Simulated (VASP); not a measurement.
Runs of VASP 6.6.1 on HfB. The structure is that of space group R-3m (No. 166), or close to it. The cells are those of the table. 

```csv
cell,gap on the mesh (eV),pressure (GPa)
"a = 3.752 Å, angles 45.7°, 2 atoms",none,31.4
"a = 3.113 Å, angles 67.3°, 2 atoms",none,30.4
"a = 2.933 Å, angles 82.7°, 2 atoms",none,21.4
"a = 3.356 Å, angles 56.6°, 2 atoms",none,30.7
"a = 4.491 Å, angles 33.6°, 2 atoms",none,(a)
"a = 3.496 Å, angles 52.2°, 2 atoms",none,30.7
"a = 3.193 Å, angles 63.2°, 2 atoms",none,30.7
"a = 2.996 Å, angles 75.3°, 2 atoms",none,(b)
```

Alike in all rows: task single point; level PBE; potentials or basis VASP PAW PBE potentials, release 64 (Hf_pv, B); no spin polarisation; k mesh 20 × 20 × 20; cutoff (eV) 520; smearing gaussian 0.15 eV.

Problem. Fill in the values left out.

Solution. (a) 32.5; (b) 27.8.

Caveats: spin-orbit coupling is left out, which moves the levels of the heavy elements.

A k mesh can miss the band edges, and the runs leave out spin-orbit coupling on Hf.

A gap of «none» marks levels without a gap at the run's occupations.
